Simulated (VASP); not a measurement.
Write the native input for VASP 6.6.1 that does the following.

```yaml
Task: single point
Functional: PBE
Dispersion: D3(BJ)
Potentials_or_basis: VASP PAW PBE potentials, release 64 (Al)
Cutoff: 520 eV
k_mesh: 22 × 22 × 22
Occupations: gaussian, width 0.15 eV
Spin: no spin polarisation
Dipole_correction: no
Further_INCAR_settings: ALGO = Fast; EDIFF = 1e-06; NBANDS = 8
```

The structure of Al lies in POSCAR:

```
Al
1.0
    0.0000000000      1.8911201585      2.2069372250
    1.8911201585      0.0000000000      2.2069372250
    1.8911201585      1.8911201585      0.0000000000
Al
1
Direct
    0.0000000000      0.0000000000      0.0000000000
```

This cell differs from its parent crystal: volume 15.785 Å^3 an atom, c/a of the conventional cell 1.1670.

These files were run (other wordings do the same):

INCAR

```
SYSTEM = Al
PREC = Accurate ; ENCUT = 520
EDIFF = 1E-6 ; ISMEAR = 0
SIGMA = 0.15 ; LREAL = .False.
LASPH = .True. ; NELM = 80
ALGO = Fast ; ISIF = 2
LWAVE = .False. ; LCHARG = .True.
GGA = PE ; IVDW = 12
LELF = .True. ; LVHAR = .True.
NBANDS = 8
```

KPOINTS

```
regular mesh
0
Gamma
  22 22 22
  0 0 0
```

Potentials or basis: VASP PAW PBE potentials, release 64 (Al).

Run with:

```bash
$ cat potpaw_PBE.64/Al/POTCAR > POTCAR
$ mpirun -np 1 vasp_std > vasp.out
```

It gave:

```
Pressure                   : 2.2 GPa
Dispersion energy per atom : -0.352 eV
```

Caveat: pairwise dispersion overbinds metals, which lowers pressure and volume.

Run time: 25 s on 1 thread of Intel(R) Xeon(R) 6975P-C (Granite Rapids), on a shared host, peak memory 0.21 GiB.
